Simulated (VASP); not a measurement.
Input of a VASP 6.6.1 run:

The input POSCAR:

```
Ti
1.0
    4.1779169287      0.0000000000      0.0000000000
   -2.0889584643      3.6181821951      0.0000000000
    0.0000000000      0.0000000000      2.6286354431
Ti
3
Direct
    0.0000000000      0.0000000000      0.0000000000
    0.3333333333      0.6666666667      0.5000000000
    0.6666666667      0.3333333333      0.5000000000
```

The input INCAR.step1:

```
SYSTEM = Ti
ALGO = Normal
EDIFF = 1E-4
ENCUT = 520
GGA = PE
ISMEAR = -1
LASPH = .True.
LCHARG = .False.
LREAL = .False.
LWAVE = .True.
NBANDS = 25
NELM = 100
PREC = Accurate
SIGMA = 0.1
```

The input INCAR.step2:

```
SYSTEM = Ti
ALGO = Normal
EDIFF = 1E-6
ENCUT = 520
ISIF = 2
ISMEAR = -1
ISTART = 1
LASPH = .True.
LCHARG = .True.
LELF = .True.
LMIXTAU = .True.
LREAL = .False.
LVHAR = .True.
LWAVE = .False.
METAGGA = R2SCAN
NBANDS = 25
NELM = 100
PREC = Accurate
SIGMA = 0.1
```

Contents of KPOINTS:

```
k-points
0
Gamma
  5 5 7
  0 0 0
```

Potentials or basis: VASP PAW PBE potentials, release 64 (Ti_sv).

Command:

```bash
$ cat potpaw_PBE.64/Ti_sv/POTCAR > POTCAR
$ cp INCAR.step1 INCAR
$ mpirun -np 1 vasp_std > vasp.out
$ cp INCAR.step2 INCAR
$ mpirun -np 1 vasp_std > vasp.out
```

(1) What does it give for the band gap on the k mesh?

(2) Estimate the pressure.

Answers

(1) zero (band 18 reaches 11.86 eV, above the bottom of band 19 at 11.32 eV).

(2) 45.9 GPa.

Caveat: the PAW data sets were made with another functional, which shifts forces and pressure a little.
